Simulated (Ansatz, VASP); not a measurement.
## One calculation of GaAs, two programs

Contents of POSCAR:

```
GaAs
1.0
    0.0000000000      2.8586885797      2.8586885797
    2.8586885797      0.0000000000      2.8586885797
    2.8586885797      2.8586885797      0.0000000000
Ga As
1 1
Direct
    0.0000000000      0.0000000000      0.0000000000
    0.7500000000      0.7500000000      0.7500000000
```

File INCAR.step1:

```
PREC = Accurate
ENCUT = 520
ISMEAR = 0
SIGMA = 0.05
LREAL = F
LASPH = T
NELM = 80
NBANDS = 16
GGA = PE
ALGO = Normal
EDIFF = 1E-4
LWAVE = T
LCHARG = F
```

The input INCAR.step2:

```
PREC = Accurate
ENCUT = 520
EDIFF = 1E-6
ISMEAR = 0
SIGMA = 0.05
LREAL = F
LASPH = T
NELM = 80
ALGO = Normal
ISIF = 2
LWAVE = F
LCHARG = F
METAGGA = R2SCAN
LMIXTAU = T
IVDW = 13
VDW_S6 = 1.0
VDW_S8 = 0.6018749
VDW_A1 = 0.51559235
VDW_A2 = 5.77342911
NBANDS = 16
ISTART = 1
```

The input KPOINTS:

```
Automatic mesh
0
Gamma
  8 8 8
```

Input for Ansatz:

```yaml
crystal:
  lattice:
    - [0.0, 2.8586885797, 2.8586885797]
    - [2.8586885797, 0.0, 2.8586885797]
    - [2.8586885797, 2.8586885797, 0.0]
  atoms:
    - { symbol: Ga, position: [0.0, 0.0, 0.0] }
    - { symbol: As, position: [0.75, 0.75, 0.75] }
basis:
  ecutwfc: 500
  ecutrho_ratio: 4
kpoints:
  mp_grid: { grid: [8, 8, 8] }
hamiltonian:
  xc: r2scan
  dispersion: d4
scf:
  occupations: { method: gaussian, width: 0.05 }
output:
  forces: true
  stress: true
  eigenvalues: true
```

Alike in both runs: task single point; functional r2SCAN; dispersion D4; k mesh 8 × 8 × 8; occupations gaussian, width 0.05 eV; no spin polarisation.

|  | VASP | Ansatz |
| --- | --- | --- |
| version | VASP 6.6.1 | Ansatz 0.2.0 |
| potentials or method | VASP PAW PBE potentials, release 64 (Ga_d, As), cutoff 520 eV | scalar-relativistic, plane waves, PAW |
| valence electrons in the cell | 18 | 28 |

Ansatz gave:

- gap on the k mesh at the Fermi level (eV): 0.75
- least direct gap on the mesh (eV): 0.75
- pressure (GPa): -2.7

Question: What did VASP give for the same quantities?

Answer: gap on the k mesh at the Fermi level (eV): 0.73; least direct gap on the mesh (eV): 0.73; pressure (GPa): -2.6.

VASP's potentials were made for PBE, not for r2SCAN. VASP's potentials hold 18 valence electrons a cell and Ansatz's 28, so a difference there can come from the potentials and not from the codes.
